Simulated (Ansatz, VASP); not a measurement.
## KSiSe3: VASP beside Ansatz

INCAR

```
PREC = Accurate ; ENCUT = 520
EDIFF = 1E-7 ; ISMEAR = 0
SIGMA = 0.1 ; LREAL = F
LASPH = T ; NELM = 60
ALGO = Normal ; ISIF = 2
LWAVE = F ; LCHARG = F
GGA = PE ; NBANDS = 42
```

The input KPOINTS:

```
regular mesh
0
Gamma
  4 4 4
```

The input POSCAR:

```
KSiSe3
1.0
    6.8080753400      0.0000000000      0.0000000000
    0.0000000000      6.8080753400      0.0000000000
    0.0000000000      0.0000000000      4.8140362400
K Si Se
2 2 6
Direct
    0.0000000000      0.5000000000      0.5000000000
    0.5000000000      0.0000000000      0.5000000000
    0.5000000000      0.5000000000      0.0000000000
    0.0000000000      0.0000000000      0.0000000000
    0.7941250500      0.2941250500      0.0000000000
    0.7058749500      0.7941250500      0.0000000000
    0.5000000000      0.5000000000      0.5000000000
    0.2058749500      0.7058749500      0.0000000000
    0.2941250500      0.2058749500      0.0000000000
    0.0000000000      0.0000000000      0.5000000000
```

Input for Ansatz:

```yaml
crystal:
  lattice:
    - [6.80807534, 0.0, 0.0]
    - [0.0, 6.80807534, 0.0]
    - [0.0, 0.0, 4.81403624]
  atoms:
    - { symbol: K, position: [0.0, 0.5, 0.5] }
    - { symbol: K, position: [0.5, 0.0, 0.5] }
    - { symbol: Si, position: [0.5, 0.5, 0.0] }
    - { symbol: Si, position: [0.0, 0.0, 0.0] }
    - { symbol: Se, position: [0.79412505, 0.29412505, 0.0] }
    - { symbol: Se, position: [0.70587495, 0.79412505, 0.0] }
    - { symbol: Se, position: [0.5, 0.5, 0.5] }
    - { symbol: Se, position: [0.20587495, 0.70587495, 0.0] }
    - { symbol: Se, position: [0.29412505, 0.20587495, 0.0] }
    - { symbol: Se, position: [0.0, 0.0, 0.5] }
basis:
  ecutwfc: 420
kpoints:
  mp_grid: { grid: [4, 4, 4] }
hamiltonian:
  xc: pbe
scf:
  occupations: { method: gaussian, width: 0.1 }
  lower_state_search: "off"
output:
  forces: true
  stress: true
  eigenvalues: true
```

Alike in both runs: task single point; functional PBE; k mesh 4 × 4 × 4; occupations gaussian, width 0.1 eV; no spin polarisation.

```csv
,VASP,Ansatz
version,VASP 6.6.1,Ansatz 0.2.0
potentials or method,"VASP PAW PBE potentials, release 64 (K_sv, Si, Se), cutoff 520 eV","scalar-relativistic, plane waves, PAW"
valence electrons in the cell,62,122
```

Ansatz gave:

* gap on the k mesh at the Fermi level (eV): none
* pressure (GPa): 6.2
* traceless stress, the component that is largest in VASP (GPa): 3.39
* rms of the force components (eV/Å): 0.034

Q: Estimate VASP's values.

A: gap on the k mesh at the Fermi level (eV): none; pressure (GPa): 6.4; traceless stress, the component that is largest in VASP (GPa): 3.41; rms of the force components (eV/Å): 0.036.

Atom by atom the forces differ by 0.002 eV/Å (rms over components). A gap of «none» marks a metal or a gap that the smearing closes. VASP's potentials hold 62 valence electrons a cell and Ansatz's 122, so a difference there can come from the potentials and not from the codes.
